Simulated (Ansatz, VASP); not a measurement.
CO in VASP and in Ansatz

INCAR

```
PREC     = Accurate       # precision mode
ENCUT    = 520            # plane-wave cutoff, eV
EDIFF    = 1E-6           # SCF threshold, eV
ISMEAR   = 0              # smearing method
SIGMA    = 0.1            # smearing width, eV
LREAL    = F              # projectors in reciprocal space
LASPH    = T              # aspherical terms in the spheres
NELM     = 100            # most SCF steps
ALGO     = Normal         # electronic algorithm
ISIF     = 2              # what is computed and relaxed
LWAVE    = F              # write WAVECAR
LCHARG   = T              # write CHGCAR
LDIPOL   = T            
IDIPOL   = 3            
DIPOL    = 0.5 0.5 0.678
GGA      = PE             # functional
IVDW     = 12             # dispersion correction
LELF     = T              # ELF
LVHAR    = T            
LVACPOTAV= T            
NBANDS   = 12             # bands
```

KPOINTS

```
regular mesh
0
Gamma
  4 3 1
```

POSCAR

```
CO
1.0
    5.6653313018      0.0000000000      0.0000000000
    0.0000000000      5.8038113749      0.0000000000
    0.0000000000      0.0000000000     23.8639561044
C O
1 1
Direct
   -0.0060915147      0.0719029625      0.6551629375
   -0.0086776903     -0.0078235422      0.7003137757
```

Input for Ansatz:

```yaml
crystal:
  lattice:
    - [5.6653313018, 0.0, 0.0]
    - [0.0, 5.8038113749, 0.0]
    - [0.0, 0.0, 23.8639561044]
  atoms:
    - { symbol: C, position: [-0.0060915147, 0.0719029625, 0.6551629375] }
    - { symbol: O, position: [-0.0086776903, -0.0078235422, 0.7003137757] }
basis:
  ecutwfc: 420
kpoints:
  mp_grid: { grid: [4, 3, 1] }
hamiltonian:
  xc: pbe
  dispersion: d3bj
scf:
  occupations: { method: gaussian, width: 0.1 }
output:
  forces: true
  eigenvalues: true
  write_density: true
  volumetric_format: npy
efield:
  axis: 3
  dipole_correction: true
  ramp_width: 0.04
```

Alike in both runs: task single point; functional PBE; dispersion D3(BJ); k mesh 4 × 3 × 1; occupations gaussian, width 0.1 eV; no spin polarisation.

|  | VASP | Ansatz |
| --- | --- | --- |
| version | VASP 6.6.1 | Ansatz 0.2.0 |
| potentials or method | VASP PAW PBE potentials, release 64 (C, O), cutoff 520 eV | scalar-relativistic, plane waves, PAW |
| valence electrons in the cell | 10 | 10 |

```tsv
	VASP	Ansatz	Ansatz less VASP
gap on the k mesh at the Fermi level (eV)	6.60	6.61	+0.005
rms of the force components (eV/Å)	1.741	2.156	+0.4149
```

Atom by atom the forces differ by 0.415 eV/Å (rms over components).

Noted on VASP's run: the standard files for N, O and F lose accuracy on very short bonds.
